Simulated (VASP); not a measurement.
## Ge: single point with PBE

The system is Ge.

```
Ge
1.0
     0.00000    2.82891    2.82891
     2.82891    0.00000    2.82891
     2.82891    2.82891    0.00000
Ge
2
Direct
  0.75000 0.75000 0.75000
  0.50000 0.50000 0.50000
```

```yaml
Program: VASP 6.6.1
Task: single point
Functional: PBE
Potentials_or_basis: VASP PAW PBE potentials, release 64 (Ge_d)
Cutoff: 520 eV
k_mesh: 6 × 6 × 6
Occupations: fermi-dirac, width 0.04 eV
Spin: no spin polarisation
```

The pressure is 3.6 GPa.

Levels at points of the mesh, in eV from the Fermi level:
```
           k point  band 12  band 13  band 14  band 15  band 16  band 17
(0.00, 0.00, 0.00)    -0.05    -0.05    -0.05    -0.01     2.50     2.50
(0.50, 0.00, 0.00)    -7.64    -1.45    -1.45     0.14     3.70     3.70
(0.50, 0.50, 0.00)    -8.93    -3.12    -3.12     0.70     0.70     9.47
```

It took 13 s on 1 thread of Intel(R) Xeon(R) 6975P-C (Granite Rapids), with other jobs on the host, peak memory 0.16 GiB.
